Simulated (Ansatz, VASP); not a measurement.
One calculation of InBS3, two programs

```xyz
5
Lattice="5.0337 0.0000 0.0000 0.0000 5.0337 0.0000 0.0000 0.0000 5.0337" Properties=species:S:1:pos:R:3 pbc="T T T"
In    0.0000    0.0000    0.0000
B     2.5169    2.5169    2.5169
S     0.0000    0.0000    2.5169
S     0.0000    2.5169    0.0000
S     2.5169    0.0000    0.0000
```

Alike in both runs: functional PBE; k mesh 8 × 8 × 8; occupations gaussian, width 0.1 eV; no spin polarisation.

Ansatz relaxed the structure, and its values are those at the end. VASP's run is a single point on that final structure, the one shown.

|  | VASP | Ansatz |
| --- | --- | --- |
| version | VASP 6.6.1 | Ansatz 0.2.0 |
| potentials or method | VASP PAW PBE potentials, release 64 (In_d, B, S), cutoff 520 eV | scalar-relativistic, plane waves, PAW |
| valence electrons in the cell | 34 | 34 |

Ansatz gave:

| Item | Value |
| --- | --- |
| gap on the k mesh at the Fermi level (eV) | none |
| pressure (GPa) | 0.0 |

Problem. Which values does VASP return?

Solution. gap on the k mesh at the Fermi level (eV): none; pressure (GPa): -0.1.

A gap of «none» marks a metal or a gap that the smearing closes. With one functional, cell and mesh, what is left measures potentials, basis and numerics.
